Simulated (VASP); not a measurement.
Input of a VASP 6.6.1 run:

INCAR

```
SYSTEM = BP
PREC = Accurate
ENCUT = 600
EDIFF = 1E-7
ISMEAR = 0
SIGMA = 0.1
LREAL = .False.
LASPH = .True.
NELM = 80
ALGO = Normal
ISIF = 3
LWAVE = .False.
LCHARG = .False.
GGA = PE
IBRION = 2
NSW = 100
EDIFFG = -0.01
```

File KPOINTS:

```
Automatic mesh
0
Gamma
  20 20 20
  0 0 0
```

The input POSCAR:

```
BP
1.0
    2.7331398245      0.0000000000      0.0000000000
    0.0000000000      2.7331398245      0.0000000000
    0.0000000000      0.0000000000      2.7331398245
B P
1 1
Direct
    0.5000000000      0.5000000000      0.5000000000
    0.0000000000      0.0000000000      0.0000000000
```

Potentials or basis: VASP PAW PBE potentials, release 64 (B, P).

Command:

```sh
$ cat potpaw_PBE.64/B/POTCAR potpaw_PBE.64/P/POTCAR > POTCAR
$ mpirun -np 1 vasp_std > vasp.out
```

(1) What does it give for the relaxed volume?

(2) Predict the space group after relaxing (to 0.05 Å).

(3) Predict the relaxed cell.

Results:

(1) 10.00 Å³/atom.

(2) Pm-3m (No. 221).

(3) a = 2.715 Å, b = 2.715 Å, c = 2.715 Å, α = 90.00°, β = 90.00°, γ = 90.00°.
